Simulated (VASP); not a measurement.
Input of a VASP 6.6.1 run:

INCAR

```
PREC = Accurate
ENCUT = 520
EDIFF = 1E-6
ISMEAR = -1
SIGMA = 0.08
LREAL = False
LASPH = True
NELM = 100
ALGO = Normal
ISIF = 2
LWAVE = False
LCHARG = False
GGA = PE
NBANDS = 14
```

File KPOINTS:

```
regular mesh
0
Gamma
  11 11 11
```

File POSCAR:

```
NaI
1.0
   -0.0326423896      3.2479177601      3.2479177601
    3.2479177601     -0.0326423896      3.2479177601
    3.2479177601      3.2479177601     -0.0326423896
Na I
1 1
Direct
    0.0000000000      0.0000000000      0.0000000000
    0.5000000000      0.5000000000      0.5000000000
```

Potentials or basis: VASP PAW PBE potentials, release 64 (Na_pv, I).

Run with:

```sh
$ cat potpaw_PBE.64/Na_pv/POTCAR potpaw_PBE.64/I/POTCAR > POTCAR
$ mpirun -np 1 vasp_std > vasp.out
```

Problem. What does it give for the band gap on the k mesh?

Solution. 3.53 eV.

Problem. Predict the pressure.

Solution. 0.0 GPa.

Stress tensor (GPa, compression positive):
```
0.03 0.07 0.07
0.07 0.03 0.07
0.07 0.07 0.03
```

Caveat: the cell differs from its parent crystal (equal xy, yz and zx shear strains of -1 %); spin-orbit coupling is left out, which moves the levels of the heavy elements. A k mesh can miss the band edges.
